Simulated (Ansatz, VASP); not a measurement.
One calculation of Te2Mo, two programs

```
CELL_PARAMETERS angstrom
3.56023 0.00000 0.00000
-1.78012 3.08325 0.00000
0.00000 0.00000 17.52406
ATOMIC_POSITIONS crystal
Te 0.33333 0.66667 0.89786
Te 0.33333 0.66667 0.10214
Mo 0.94382 0.00000 0.98859
```

Alike in both runs: task single point; functional LDA; k mesh 12 × 12 × 2; occupations gaussian, width 0.05 eV; no spin polarisation.

|  | VASP | Ansatz |
| --- | --- | --- |
| version | VASP 6.6.1 | Ansatz 0.2.0 |
| potentials or method | VASP PAW LDA potentials, release 64 (Te, Mo_sv), cutoff 520 eV | scalar-relativistic, plane waves, PAW |
| valence electrons in the cell | 26 | 46 |

VASP gave:

* gap on the k mesh at the Fermi level (eV): 0.74
* least direct gap on the mesh (eV): 0.95
* rms of the force components (eV/Å): 2.154

Task: What did Ansatz give for the same quantities?

Result: gap on the k mesh at the Fermi level (eV): 0.75; least direct gap on the mesh (eV): 0.96; rms of the force components (eV/Å): 2.137.

LDA's correlation is that of Perdew and Zunger in VASP and of Perdew and Wang (1992) in Ansatz. Atom by atom the forces differ by 0.030 eV/Å (rms over components). VASP's potentials hold 26 valence electrons a cell and Ansatz's 46, so a difference there can come from the potentials and not from the codes.

Neither program's run includes spin-orbit coupling.
